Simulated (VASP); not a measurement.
Set up this calculation in VASP 6.6.1, as the native input.

| Property | Result |
| --- | --- |
| Task | relaxation of cell and atoms |
| Functional | r2SCAN |
| Potentials or basis | VASP PAW PBE potentials, release 64 (Hg) |
| Cutoff | 600 eV |
| k mesh | 11 × 11 × 11 |
| Occupations | fermi-dirac, width 0.1 eV |
| Spin | no spin polarisation |
| Dipole correction | no |
| Further INCAR settings | ALGO = Normal; EDIFF = 1e-06; IBRION = 2; EDIFFG = -0.01; NSW = 80; ISIF = 3 |

The system is Hg.

```
Hg
1.0
     2.92083    0.00000    0.00000
     0.00000    2.92083    0.00000
     0.00000    0.00000    2.92083
Hg
1
Direct
  0.00000 0.00000 0.00000
```

The input as run:

POSCAR

```
Hg
1.0
    2.9208326038      0.0000000000      0.0000000000
    0.0000000000      2.9208326038      0.0000000000
    0.0000000000      0.0000000000      2.9208326038
Hg
1
Direct
    0.0000000000      0.0000000000      0.0000000000
```

INCAR.step1

```
PREC     = Accurate       # precision mode
ENCUT    = 600            # plane-wave cutoff, eV
ISMEAR   = -1             # smearing method
SIGMA    = 0.1            # smearing width, eV
LREAL    = F              # projectors in reciprocal space
LASPH    = T              # aspherical terms in the spheres
NELM     = 60             # most SCF steps
GGA      = PE             # functional
ALGO     = Normal         # electronic algorithm
EDIFF    = 1E-4           # SCF threshold, eV
LWAVE    = T              # write WAVECAR
LCHARG   = F              # write CHGCAR
```

INCAR.step2

```
PREC     = Accurate       # precision mode
ENCUT    = 600            # plane-wave cutoff, eV
EDIFF    = 1E-6           # SCF threshold, eV
ISMEAR   = -1             # smearing method
SIGMA    = 0.1            # smearing width, eV
LREAL    = F              # projectors in reciprocal space
LASPH    = T              # aspherical terms in the spheres
NELM     = 60             # most SCF steps
ALGO     = Normal         # electronic algorithm
ISIF     = 3              # what is computed and relaxed
LWAVE    = F              # write WAVECAR
LCHARG   = F              # write CHGCAR
METAGGA  = R2SCAN         # meta-GGA
LMIXTAU  = T            
IBRION   = 2              # ionic algorithm
NSW      = 80             # ionic steps
EDIFFG   = -0.01          # ionic threshold
ISTART   = 1
```

KPOINTS

```
Automatic mesh
0
Gamma
  11 11 11
```

Potentials or basis: VASP PAW PBE potentials, release 64 (Hg).

Launch:

```bash
$ cat potpaw_PBE.64/Hg/POTCAR > POTCAR
$ cp INCAR.step1 INCAR
$ mpirun -np 1 vasp_std > vasp.out
$ cp INCAR.step2 INCAR
$ mpirun -np 1 vasp_std > vasp.out
```

It gave:

The relaxed volume is 27.67 Å³/atom, the relaxed cell is a = 3.025 Å, b = 3.025 Å, c = 3.025 Å, α = 90.00°, β = 90.00°, γ = 90.00° and the space group after relaxing (to 0.1 Å) is Pm-3m (No. 221). The energy gained by relaxing is 31.3 meV/atom and the ionic steps are 3. The pressure after relaxing is 0.0 GPa and the band gap on the k mesh is zero (bands 6 and 7 overlap by 3.91 eV).

Caveat: the PAW data sets were made with another functional, which shifts forces and pressure a little; spin-orbit coupling is left out, which moves the levels of the heavy elements.

Wall time 45 s on 1 thread of Intel(R) Xeon(R) 6975P-C (Granite Rapids), on a shared host, peak memory 0.16 GiB.
